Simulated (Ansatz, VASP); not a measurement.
## TiO2: VASP beside Ansatz

Contents of INCAR:

```
PREC = Accurate ; ENCUT = 520
EDIFF = 1E-6 ; ISMEAR = -1
SIGMA = 0.05 ; LREAL = False
LASPH = True ; NELM = 80
ALGO = Normal ; ISIF = 2
LWAVE = False ; LCHARG = False
GGA = RE ; NBANDS = 46
```

File KPOINTS:

```
Automatic mesh
0
Gamma
  6 6 5
```

The input POSCAR:

```
TiO2
1.0
    5.5822227355      0.0000000000      0.0000000000
   -2.7911113678      4.8343466985      0.0000000000
    0.0000000000      0.0000000000      6.0824678800
Ti O
3 6
Direct
    0.4669367500      0.0000000000      0.3333333333
    0.0000000000      0.4669367500      0.6666666667
    0.5330632500      0.5330632500      0.0000000000
    0.5810657200      0.8514331800      0.1206639333
    0.7296325400      0.1485668200      0.5460027333
    0.2703674600      0.4189342800      0.7873306000
    0.8514331800      0.5810657200      0.8793360667
    0.1485668200      0.7296325400      0.4539972667
    0.4189342800      0.2703674600      0.2126694000
```

input.yaml

```yaml
crystal:
  lattice:
    - [5.5822227355, 0.0, 0.0]
    - [-2.7911113678, 4.8343466985, 0.0]
    - [0.0, 0.0, 6.08246788]
  atoms:
    - { symbol: Ti, position: [0.46693675, 0.0, 0.3333333333] }
    - { symbol: Ti, position: [0.0, 0.46693675, 0.6666666667] }
    - { symbol: Ti, position: [0.53306325, 0.53306325, 0.0] }
    - { symbol: O, position: [0.58106572, 0.85143318, 0.1206639333] }
    - { symbol: O, position: [0.72963254, 0.14856682, 0.5460027333] }
    - { symbol: O, position: [0.27036746, 0.41893428, 0.7873306] }
    - { symbol: O, position: [0.85143318, 0.58106572, 0.8793360667] }
    - { symbol: O, position: [0.14856682, 0.72963254, 0.4539972667] }
    - { symbol: O, position: [0.41893428, 0.27036746, 0.2126694] }
hamiltonian:
  xc: revpbe
  pseudopotentials: { kind: paw }
kpoints:
  mp_grid: { grid: [6, 6, 5] }
  band_path:
    path:
      - [[0.0, 0.0, 0.0], [0.5, 0.0, 0.0], [0.3333333333, 0.3333333333, 0.0], [0.0, 0.0, 0.0], [0.0, 0.0, 0.5], [0.5, 0.0, 0.5], [0.3333333333, 0.3333333333, 0.5], [0.0, 0.0, 0.5]]
      - [[0.5, 0.0, 0.5], [0.5, 0.0, 0.0]]
      - [[0.3333333333, 0.3333333333, 0.0], [0.3333333333, 0.3333333333, 0.5]]
    npoints: 10
scf:
  occupations: { method: fermi_dirac, width: 0.05 }
  n_extra_bands: 22
output:
  forces: true
  stress: true
  eigenvalues: true
  fatbands: false
```

Alike in both runs: functional revPBE; k mesh 6 × 6 × 5; occupations fermi-dirac, width 0.05 eV; no spin polarisation.

|  | VASP | Ansatz |
| --- | --- | --- |
| version | VASP 6.6.1 | Ansatz 0.2.0 |
| potentials or method | VASP PAW PBE potentials, release 64 (Ti_sv, O) | Ansatz PAW |
| plane-wave cutoff (eV) | 520 | 420 |
| valence electrons in the cell | 72 | 72 |
| task | single point | band structure |

|  | VASP | Ansatz | Ansatz less VASP |
| --- | --- | --- | --- |
| gap on the k mesh at the Fermi level (eV) | 3.63 | 3.66 | +0.026 |
| least direct gap on the mesh (eV) | 3.64 | 3.67 | +0.026 |
| pressure (GPa) | 3.7 | 3.3 | -0.36 |
| rms of the force components (eV/Å) | 0.087 | 0.070 | -0.0161 |

VASP's potentials were made for PBE, not for revPBE. Atom by atom the forces differ by 0.016 eV/Å (rms over components). With one functional, cell and mesh, what is left measures potentials, basis and numerics.

Noted on Ansatz's run: the k mesh misses the band edges, so the gap on the mesh is wider than the one along the path.
